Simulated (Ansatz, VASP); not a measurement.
**Two plane-wave programs on SnO**

```
Sn O
1.0
     3.65208    0.00000    0.00000
     0.00000    3.65208    0.00000
     0.00000    0.00000    4.75058
Sn O
2 2
Direct
  0.00000 0.50000 0.24247
  0.50000 0.00000 0.75753
  0.00000 0.00000 0.00000
  0.50000 0.50000 0.00000
```

Change from the starting cell: mode 4 frozen in at +0.000 Å, equal normal strain along x and y -0.0400.

Alike in both runs: task single point; functional PBEsol; k mesh 10 × 10 × 8; occupations gaussian, width 0.15 eV; no spin polarisation.

|  | VASP | Ansatz |
| --- | --- | --- |
| version | VASP 6.6.1 | Ansatz 0.2.0 |
| potentials or method | VASP PAW PBE potentials, release 64 (Sn_d, O), cutoff 520 eV | scalar-relativistic, plane waves, PAW |
| valence electrons in the cell | 40 | 40 |

Ansatz gave:

```
gap on the k mesh at the Fermi level (eV)                     : none
pressure (GPa)                                                : 10.2
traceless stress, the component that is largest in VASP (GPa) : -3.70
rms of the force components (eV/Å)                            : 0.456
```

Q: What did VASP give for the same quantities?

A: gap on the k mesh at the Fermi level (eV): none; pressure (GPa): 10.7; traceless stress, the component that is largest in VASP (GPa): -3.69; rms of the force components (eV/Å): 0.506.

VASP's potentials were made for PBE, not for PBEsol, and Ansatz warns of the same on its side. Atom by atom the forces differ by 0.050 eV/Å (rms over components). A gap of «none» marks a metal or a gap that the smearing closes.
